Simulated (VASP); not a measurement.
A run of VASP 6.6.1:

INCAR

```
PREC = Accurate ; ENCUT = 600
EDIFF = 1E-7 ; ISMEAR = -1
SIGMA = 0.05 ; LREAL = F
LASPH = T ; NELM = 100
ALGO = Normal ; ISIF = 3
LWAVE = F ; LCHARG = F
GGA = PS ; IBRION = 2
NSW = 80 ; EDIFFG = -0.03
```

Contents of KPOINTS:

```
regular mesh
0
Gamma
  9 9 9
```

Contents of POSCAR:

```
Pt
1.0
    0.0000000000      1.9609000000      1.9609000000
    1.9609000000      0.0000000000      1.9609000000
    1.9609000000      1.9609000000      0.0000000000
Pt
1
Direct
    0.0000000000      0.0000000000      0.0000000000
```

Potentials or basis: VASP PAW PBE potentials, release 64 (Pt).

Command:

```console
$ cat potpaw_PBE.64/Pt/POTCAR > POTCAR
$ mpirun -np 1 vasp_std > vasp.out
```

Hardware: 1 thread of Intel(R) Xeon(R) Platinum 8488C (Sapphire Rapids), with other jobs on the host.

How long does it take, and how much memory?

Wall time 11 s on 1 thread of Intel(R) Xeon(R) Platinum 8488C (Sapphire Rapids) (shared host), peak memory 0.14 GiB. Counts: scf iterations 26, k points 35, ion steps 3.
